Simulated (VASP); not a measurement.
# Pt (Fd-3m) in VASP: notebook

Pt is run at these levels: PBE; tasks: single point.

All numbers are computed with VASP 6.6.1; they aren't measurements. Logs are shortened: lines on timing, memory, paths and dates and some standing lists are left out, and cuts for length are marked.

## 1. The cell of the first run

It takes space group Fd-3m (No. 227, cubic). The conventional cell has a = 5.732 Å, b = 5.732 Å, c = 5.732 Å, α = 90.00°, β = 90.00°, γ = 90.00°. Within 3.3 Å of Pt (site symmetry -43m) lie 4 Pt at 2.48 Å.

## 2. Single point, PBE

The input, INCAR:

```
PREC = Accurate ; ENCUT = 520
EDIFF = 1E-7 ; ISMEAR = 1
SIGMA = 0.05 ; LREAL = F
LASPH = T ; NELM = 80
ALGO = Normal ; ISIF = 2
LWAVE = F ; LCHARG = F
GGA = PE ; NBANDS = 17
```

The input, KPOINTS:

```
regular mesh
0
Gamma
  13 13 13
```

The input, POSCAR:

```
Pt
1.0
    0.0000000000      2.8661095423      2.8661095423
    2.8661095423      0.0000000000      2.8661095423
    2.8661095423      2.8661095423      0.0000000000
Pt
2
Direct
    0.0000000000      0.0000000000      0.0000000000
    0.2500000000      0.2500000000      0.2500000000
```

Potentials or basis: VASP PAW PBE potentials, release 64 (Pt).

The run is started by

```console
cat potpaw_PBE.64/Pt/POTCAR > POTCAR
mpirun -np 1 vasp_std > vasp.out
```

OUTCAR:

```text
PREC = Accurate
   ENCUT = 520
   EDIFF = 1E-7
   ISMEAR = 1
   LREAL = F
   LASPH = T
   NELM = 80
   ISIF = 2
   GGA = PE

 ion  position               nearest neighbor table
   1  0.000  0.000  0.000-   2 2.48   2 2.48   2 2.48   2 2.48
   2  0.250  0.250  0.250-   1 2.48   1 2.48   1 2.48   1 2.48

  LATTYP: Found a face centered cubic cell.
 ALAT       =     5.7322190846

  Lattice vectors:

 A1 = (   0.0000000000,   2.8661095423,   2.8661095423)
 A2 = (   2.8661095423,   0.0000000000,   2.8661095423)
 A3 = (   2.8661095423,   2.8661095423,   0.0000000000)

Analysis of symmetry for initial positions (statically):
=====================================================================
 Subroutine PRICEL returns:
 Original cell was already a primitive cell.

 Routine SETGRP: Setting up the symmetry group for a
 face centered cubic supercell.

 Subroutine GETGRP returns: Found 48 space group operations
 (whereof 24 operations were pure point group operations)
 out of a pool of 48 trial point group operations.

The static configuration has the point symmetry T_d .
 The point group associated with its full space group is O_h .

Analysis of symmetry for dynamics (positions and initial velocities):
=====================================================================
 Subroutine PRICEL returns:
 Original cell was already a primitive cell.

 Routine SETGRP: Setting up the symmetry group for a
 face centered cubic supercell.

 Subroutine GETGRP returns: Found 48 space group operations
 (whereof 24 operations were pure point group operations)
 out of a pool of 48 trial point group operations.

The dynamic configuration has the point symmetry T_d .
 The point group associated with its full space group is O_h .

 Subroutine INISYM returns: Found 48 space group operations
 (whereof 24 operations are pure point group operations),
 and found     1 'primitive' translations

----------------------------------------------------------------------------------------

                                     Primitive cell

  volume of cell :      47.0878

  direct lattice vectors                    reciprocal lattice vectors
     0.000000000  2.866109542  2.866109542    -0.174452509  0.174452509  0.174452509
     2.866109542  0.000000000  2.866109542     0.174452509 -0.174452509  0.174452509
     2.866109542  2.866109542  0.000000000     0.174452509  0.174452509 -0.174452509

  length of vectors
     4.053290986  4.053290986  4.053290986     0.302160609  0.302160609  0.302160609

  position of ions in fractional coordinates (direct lattice)
[... 80 lines left out ...]
   LREAL  =      F    real-space projection
   EDIFFG = 0.1E-05   stopping-criterion for IOM
   NSW    =      0    number of steps for IOM
   IBRION =     -1    ionic relax: 0-MD 1-quasi-New 2-CG
   NFREE  =      0    steps in history (QN), initial steepest desc. (CG)
   ISIF   =      2    stress and relaxation
   ISYM   =      2    0-nonsym 1-usesym 2-fastsym
   POTIM  = 0.5000    time-step for ionic-motion
   TEBEG  =    0.0;   TEEND  =   0.0 temperature during run
   PSTRESS=    0.0 pullay stress
   NELECT =      20.0000    total number of electrons
   NUPDOWN=      -1.0000    fix difference up-down
   EMIN   =  10.00;   EMAX   =-10.00  energy-range for DOS
   EFERMI =   0.00;   METHOD = LEGACY
   ISMEAR =     1;   SIGMA  =   0.05  broadening in eV -4-tet -1-fermi 0-gaus
   EFERMI_NEDOS =   21; number of points for ismear=-14 and -15
   IALGO  =     38    algorithm
   IMIX   =      4    mixing-type and parameters
     AMIX     =   0.40;   BMIX     =  1.00
     AMIX_MAG =   1.60;   BMIX_MAG =  1.00
  volume/ion in A,a.u.               =      23.54       158.88
  Fermi-wavevector in a.u.,A,eV,Ry     =   1.230596  2.325489 20.604196  1.514366
  Thomas-Fermi vector in A             =   2.365438
   LORBIT       =      0    0 simple, 1 ext, 2 COOP (PROOUT), +10 PAW based schemes
   GGA     = PE    functional components
   LHFCALC =     F    Hartree Fock is set to
   AEXX    =    0.0000 exact exchange contribution
   IVDW    =     0    specifies the selected vdW correction
   LEPSILON=     F    determine dielectric tensor
   LRPA    =     F    only Hartree local field effects (RPA)
 non-spin polarized calculation
 Methfessel and Paxton  Order N= 1 SIGMA  =   0.05
  energy-cutoff  :      520.00
  volume of cell :       47.09
 maximum number of plane-waves:      1290
 NGX is ok and might be reduce to    30
   NGX = 15   NGY = 15   NGZ = 15

 number of electron      19.9999998 magnetization

 Free energy of the ion-electron system (eV)
  ---------------------------------------------------
  ext. energy  EPLUGINS =         0.00000000
  ---------------------------------------------------
  free energy    TOTEN  =       -10.04829802 eV

  energy without entropy =      -10.04827758  energy(sigma->0) =      -10.04829120

 E-fermi :   5.3040     XC(G=0): -10.5520

 val. band max:        5.3031313030   @ k =   0.3077   0.0769   0.0000
 cond. band min:       5.3099796098   @ k =  -0.3846   0.4615   0.1538
 fundamental gap:      0.0068483067
 Fermi energy:         5.3040403696

 k-point     1 :       0.0000    0.0000    0.0000
  band No.  band energies     occupation
      1      -1.8293      2.00000
      2       0.7262      2.00000
      3       0.7262      2.00000
      4       0.8975      2.00000
      5       0.8975      2.00000
      6       0.8975      2.00000
[... 457 lines left out ...]
      4       0.7298      2.00000
      5       1.3206      2.00000
      6       1.5177      2.00000
[... 9 lines left out ...]
     16      18.5923      0.00000
     17      19.4818      0.00000

 [... further k-points ...]

------------------------ aborting loop because EDIFF is reached ----------------------------------------

  FORCE on cell =-STRESS in cart. coord.  units (eV):
  Direction    XX          YY          ZZ          XY          YZ          ZX
  --------------------------------------------------------------------------------------
  -------------------------------------------------------------------------------------
  Total        0.6060224      0.6060224      0.6060224      0.0000000     -0.0000000      0.0000000
  in kB       20.6201053     20.6201053     20.6201053      0.0000000     -0.0000000      0.0000000
  external PRESSURE =      20.6201053 kB  Pullay stress =       0.0000000 kB

 VOLUME and BASIS-vectors are now :
 -----------------------------------------------------------------------------
  energy-cutoff  :      520.00
  volume of cell :       47.09
      direct lattice vectors                 reciprocal lattice vectors
     0.000000000  2.866109542  2.866109542    -0.174452509  0.174452509  0.174452509
     2.866109542  0.000000000  2.866109542     0.174452509 -0.174452509  0.174452509
     2.866109542  2.866109542  0.000000000     0.174452509  0.174452509 -0.174452509

 POSITION                                       TOTAL-FORCE (eV/Angst)
 -----------------------------------------------------------------------------------
      0.00000      0.00000      0.00000         0.000000      0.000000      0.000000
      1.43305      1.43305      1.43305        -0.000000     -0.000000     -0.000000
 -----------------------------------------------------------------------------------
    total drift:                                0.000000     -0.000000      0.000000

  FREE ENERGIE OF THE ION-ELECTRON SYSTEM (eV)
  ---------------------------------------------------
  free  energy   TOTEN  =       -10.0482980163 eV

  energy  without entropy=      -10.0482775788  energy(sigma->0) =      -10.04829120
```

It took 1.7 min on 1 thread of AMD EPYC, shared host; peak memory 0.17 GiB.

Results:

```
Free energy            : -10.0483 eV
Pressure               : 2.1 GPa
Band gap on the k mesh : zero (band 10 reaches 5.50 eV, above the bottom of band 11 at 4.90 eV)
```

Caveat: spin-orbit coupling is left out, which moves the levels of the heavy elements.

## 3. Single point, PBE

This run uses another cell than the first one, of 24.02 Å³/atom, 1.020 times its volume.

The input, INCAR:

```
  PREC = Accurate
  ENCUT = 520
  EDIFF = 1E-6
  ISMEAR = 1
  SIGMA = 0.05
  LREAL = False
  LASPH = True
  NELM = 60
  ALGO = Normal
  ISIF = 2
  LWAVE = False
  LCHARG = False
  GGA = PE
  NBANDS = 17
```

The input, KPOINTS:

```
Automatic mesh
0
Gamma
  13 13 13
```

The input, POSCAR:

```
Pt
1.0
    0.0000000000      2.8854757348      2.8854757348
    2.8854757348      0.0000000000      2.8854757348
    2.8854757348      2.8854757348      0.0000000000
Pt
2
Direct
    0.0000000000      0.0000000000      0.0000000000
    0.2500000000      0.2500000000      0.2500000000
```

Potentials or basis: VASP PAW PBE potentials, release 64 (Pt).

The run is started by

```console
cat potpaw_PBE.64/Pt/POTCAR > POTCAR
mpirun -np 1 vasp_std > vasp.out
```

It took 94 s on 1 thread of AMD EPYC, shared host; peak memory 0.17 GiB.

It converged, with:

- Free energy: -10.0537 eV
- Pressure: -0.4 GPa
- Band gap on the k mesh: zero (band 10 reaches 5.24 eV, above the bottom of band 11 at 4.65 eV)

Levels at points of the mesh, in eV from the Fermi level:
| k point | band 8 | band 9 | band 10 | band 11 | band 12 | band 13 |
| --- | --- | --- | --- | --- | --- | --- |
| (0.00, 0.00, 0.00) | -1.83 | -1.83 | -0.10 | -0.10 | 10.44 | 10.58 |

Caveat: spin-orbit coupling is left out, which moves the levels of the heavy elements.
